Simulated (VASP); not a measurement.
# AgBr (Fm-3m) in VASP: vibrations by perturbation theory with PBEsol

Aim: the vibrations by perturbation theory of AgBr with PBEsol.

Program: VASP 6.6.1. These are calculated values, not measurements. Logs are shortened: lines on timing, memory, paths and dates and some standing lists are left out, and cuts for length are marked.

**1. The cell of the first run**

The structure is cubic, space group Fm-3m (No. 225). The conventional cell has a = 5.674 Å, b = 5.674 Å, c = 5.674 Å, α = 90.00°, β = 90.00°, γ = 90.00°. Ag (site symmetry m-3m) has 6 Br at 2.84 Å within 3.7 Å. Within 3.7 Å of Br (site symmetry m-3m) lie 6 Ag at 2.84 Å.

**2. Vibrations by perturbation theory, PBEsol**

The input, INCAR:

```
SYSTEM = AgBr
  ALGO = Normal
  EDIFF = 1E-8
  ENCUT = 500
  GGA = PS
  GGA_COMPAT = .False.
  IBRION = 8
  ISIF = 2
  ISMEAR = 0
  LASPH = .True.
  LCHARG = .False.
  LEPSILON = .True.
  LREAL = .False.
  LWAVE = .False.
  NBANDS = 16
  NELM = 120
  NSW = 1
  PREC = Accurate
  SIGMA = 0.01
```

The input, KPOINTS:

```
k-points
0
Gamma
  10 10 10
  0 0 0
```

The input, POSCAR:

```
AgBr
1.0
    0.0000000000      2.8370550433      2.8370550433
    2.8370550433      0.0000000000      2.8370550433
    2.8370550433      2.8370550433      0.0000000000
Ag Br
1 1
Direct
    0.0000000000      0.0000000000      0.0000000000
    0.5000000000      0.5000000000      0.5000000000
```

Potentials or basis: VASP PAW PBE potentials, release 64 (Ag, Br).

On the command line:

```
$ cat potpaw_PBE.64/Ag/POTCAR potpaw_PBE.64/Br/POTCAR > POTCAR
$ mpirun -np 1 vasp_std > vasp.out
```

OUTCAR:

```text
SYSTEM = AgBr
   EDIFF = 1E-8
   ENCUT = 500
   GGA = PS
   IBRION = 8
   ISIF = 2
   ISMEAR = 0
   LASPH = .True.
   LEPSILON = .True.
   LREAL = .False.
   NELM = 120
   NSW = 1
   PREC = Accurate

 ion  position               nearest neighbor table
   1  0.000  0.000  0.000-   2 2.84   2 2.84   2 2.84   2 2.84   2 2.84   2 2.84
   2  0.500  0.500  0.500-   1 2.84   1 2.84   1 2.84   1 2.84   1 2.84   1 2.84

  LATTYP: Found a face centered cubic cell.
 ALAT       =     5.6741100866

  Lattice vectors:

 A1 = (   0.0000000000,   2.8370550433,   2.8370550433)
 A2 = (   2.8370550433,   0.0000000000,   2.8370550433)
 A3 = (   2.8370550433,   2.8370550433,   0.0000000000)

Analysis of symmetry for initial positions (statically):
=====================================================================
 Subroutine PRICEL returns:
 Original cell was already a primitive cell.

 Routine SETGRP: Setting up the symmetry group for a
 face centered cubic supercell.

 Subroutine GETGRP returns: Found 48 space group operations
 (whereof 48 operations were pure point group operations)
 out of a pool of 48 trial point group operations.

The static configuration has the point symmetry O_h .

Analysis of symmetry for dynamics (positions and initial velocities):
=====================================================================
 Subroutine PRICEL returns:
 Original cell was already a primitive cell.

 Routine SETGRP: Setting up the symmetry group for a
 face centered cubic supercell.

 Subroutine GETGRP returns: Found 48 space group operations
 (whereof 48 operations were pure point group operations)
 out of a pool of 48 trial point group operations.

The dynamic configuration has the point symmetry O_h .

 Subroutine INISYM returns: Found 48 space group operations
 (whereof 48 operations are pure point group operations),
 and found     1 'primitive' translations

----------------------------------------------------------------------------------------

                                     Primitive cell

  volume of cell :      45.6702

  direct lattice vectors                    reciprocal lattice vectors
     0.000000000  2.837055043  2.837055043    -0.176239090  0.176239090  0.176239090
     2.837055043  0.000000000  2.837055043     0.176239090 -0.176239090  0.176239090
     2.837055043  2.837055043  0.000000000     0.176239090  0.176239090 -0.176239090

  length of vectors
     4.012201719  4.012201719  4.012201719     0.305255059  0.305255059  0.305255059

  position of ions in fractional coordinates (direct lattice)
     0.000000000  0.000000000  0.000000000
     0.500000000  0.500000000  0.500000000

  ion indices of the primitive-cell ions
   primitive index   ion index
                 1           1
                 2           2

----------------------------------------------------------------------------------------

 KPOINTS: k-points

Automatic generation of k-mesh.
 Grid dimensions read from file:
 generate k-points for:   10   10   10

 Generating k-lattice:

  Cartesian coordinates                     Fractional coordinates (reciprocal lattice)
[... 605 lines left out ...]
 Free energy of the ion-electron system (eV)
  ---------------------------------------------------
  ---------------------------------------------------
  free energy    TOTEN  =        -0.72887157 eV

  energy without entropy =       -0.72887157

------------------------ aborting loop because EDIFF is reached ----------------------------------------

--------------------------------------- Ionic step        2  -------------------------------------------

------------------------ aborting loop because EDIFF is reached ----------------------------------------

--------------------------------------- Ionic step        3  -------------------------------------------

------------------------ aborting loop because EDIFF is reached ----------------------------------------

 PIEZOELECTRIC TENSOR FIELD DIRECTION 3  (e Angst)
 -----------------------------------------------------------------------------
    -0.00021  0.00000  0.00000           (  0.00001  0.00000  0.00000)
     0.00000 -0.00021  0.00000           (  0.00000  0.00001  0.00000)
     0.00000  0.00000 -0.00301           (  0.00000  0.00000  0.00003)

 PIEZOELECTRIC TENSOR FIELD DIRECTION 3  (C/m^2)
 -----------------------------------------------------------------------------
    -0.00008  0.00000  0.00000
     0.00000 -0.00008  0.00000
     0.00000  0.00000 -0.00106

--------------------------------------- Ionic step        4  -------------------------------------------

------------------------ aborting loop because EDIFF is reached ----------------------------------------

[... ionic steps 5 to 6 ...]

--------------------------------------- Ionic step        7  -------------------------------------------

 Free energy of the ion-electron system (eV)
  ---------------------------------------------------
  ---------------------------------------------------
  free energy    TOTEN  =        -0.13581736 eV

  energy without entropy =       -0.13581736

------------------------ aborting loop because EDIFF is reached ----------------------------------------

 INTERNAL STRAIN TENSOR  FOR ION    2  DIRECTION 1   (eV/Angst):
 -----------------------------------------------------------------------------
     0.01058 -0.00000  0.00000
     0.00000  0.01426 -0.00000
     0.00000 -0.00000  0.01426

 MACROSCOPIC STATIC DIELECTRIC TENSOR (including local field effects in DFT)
 ------------------------------------------------------
           6.499530     0.000000     0.000000
          -0.000000     6.499530     0.000000
          -0.000000    -0.000000     6.499530
 ------------------------------------------------------

 PIEZOELECTRIC TENSOR (including local field effects)  for field in x, y, z        (e  Angst)
          XX          YY          ZZ          XY          YZ          ZX
  --------------------------------------------------------------------------------
  x     0.00000     0.00000     0.00000     0.00000     0.00000     0.00000
  y     0.00000     0.00000     0.00000     0.00000     0.00000     0.00000
  z     0.00000     0.00000     0.00000     0.00000     0.00000     0.00000

 PIEZOELECTRIC TENSOR (including local field effects)  for field in x, y, z        (C/m^2)
          XX          YY          ZZ          XY          YZ          ZX
  --------------------------------------------------------------------------------
  x     0.00000     0.00000     0.00000     0.00000     0.00000     0.00000
  y     0.00000     0.00000     0.00000     0.00000     0.00000     0.00000
  z     0.00000     0.00000     0.00000     0.00000     0.00000     0.00000

 BORN EFFECTIVE CHARGES (including local field effects) (in |e|, cummulative output)
 ---------------------------------------------------------------------------------
 ion    1
    1     1.50404     0.00000     0.00000
    2     0.00000     1.50404     0.00000
    3     0.00000     0.00000     1.50404
 ion    2
    1    -1.50404     0.00000     0.00000
    2     0.00000    -1.50404     0.00000
    3     0.00000     0.00000    -1.50404

 INTERNAL STRAIN TENSOR FOR ION    2 for displacements in x,y,z  (eV/Angst):
          X           Y           Z          XY          YZ          ZX
  --------------------------------------------------------------------------------
  x     0.00000     0.00000     0.00000     0.00000     0.00000     0.00000
  y     0.00000     0.00000     0.00000     0.00000     0.00000     0.00000
  z     0.00000     0.00000     0.00000     0.00000     0.00000     0.00000

 SECOND DERIVATIVES (NOT SYMMETRIZED)
 ------------------------------------
               1X          1Y          1Z          2X          2Y          2Z
  1X    -1.272496    0.000000    0.000000    1.272496    0.000000    0.000000
  1Y     0.000000   -1.272496    0.000000    0.000000    1.272496    0.000000
  1Z     0.000000    0.000000   -1.272496    0.000000    0.000000    1.272496
  2X     1.281809    0.000000    0.000000   -1.281809    0.000000    0.000000
  2Y     0.000000    1.281809    0.000000    0.000000   -1.281809    0.000000
  2Z     0.000000    0.000000    1.281809    0.000000    0.000000   -1.281809

 Eigenvectors and eigenvalues of the dynamical matrix
 ----------------------------------------------------

   1 f  =    2.608408 THz    16.389111 2PiTHz   87.007125 cm-1    10.787504 meV
             X         Y         Z           dx          dy          dz
      0.000000  0.000000  0.000000     0.650966   -0.000000    0.000000
      2.837055  2.837055  2.837055    -0.759107    0.000000    0.000000
[... 21 lines left out ...]
   6 f/i=    0.004699 THz     0.029525 2PiTHz    0.156746 cm-1     0.019434 meV
             X         Y         Z           dx          dy          dz
      0.000000  0.000000  0.000000    -0.093820   -0.372390    0.654803
      2.837055  2.837055  2.837055    -0.080455   -0.319340    0.561521

--------------------------------------------------------------------------------------------------------

 MACROSCOPIC STATIC DIELECTRIC TENSOR IONIC CONTRIBUTION
 ------------------------------------------------------
           7.017891     0.000000     0.000000
           0.000000     7.017891     0.000000
           0.000000     0.000000     7.017891
 ------------------------------------------------------

 ELASTIC MODULI CONTR FROM IONIC RELAXATION (kBar)
 Direction    XX          YY          ZZ          XY          YZ          ZX
 --------------------------------------------------------------------------------
 XX           0.0000      0.0000      0.0000      0.0000      0.0000      0.0000
 YY           0.0000      0.0000      0.0000      0.0000      0.0000      0.0000
 ZZ           0.0000      0.0000      0.0000      0.0000      0.0000      0.0000
 XY           0.0000      0.0000      0.0000      0.0000      0.0000      0.0000
 YZ           0.0000      0.0000      0.0000      0.0000      0.0000      0.0000
 ZX           0.0000      0.0000      0.0000      0.0000      0.0000      0.0000
 --------------------------------------------------------------------------------

 PIEZOELECTRIC TENSOR IONIC CONTR  for field in x, y, z        (C/m^2)
          XX          YY          ZZ          XY          YZ          ZX
  --------------------------------------------------------------------------------
  x     0.00000     0.00000     0.00000     0.00000     0.00000     0.00000
  y     0.00000     0.00000     0.00000     0.00000     0.00000     0.00000
  z     0.00000     0.00000     0.00000     0.00000     0.00000     0.00000
```

Wall time 22 min (1 thread of AMD EPYC, shared host); peak memory 0.31 GiB.

Results:

```
Electronic dielectric tensor (diagonal)                 : 6.50
Born charges (mean of the diagonal)                     : Ag +1.50; Br -1.50 e
Highest phonon frequency at Γ, LO-TO splitting left out : 87 cm⁻¹
```

Phonon frequencies in cm⁻¹ (negative: imaginary):
```
              q point     frequencies
(0.000, 0.000, 0.000)  0 0 0 87 87 87
```

Electronic dielectric tensor:
```
6.50 0.00 0.00
0.00 6.50 0.00
0.00 0.00 6.50
```

Born effective charge tensors (e):
atom 1, Ag
```
1.50 0.00 0.00
0.00 1.50 0.00
0.00 0.00 1.50
```
atom 2, Br
```
-1.50  0.00  0.00
 0.00 -1.50  0.00
 0.00  0.00 -1.50
```
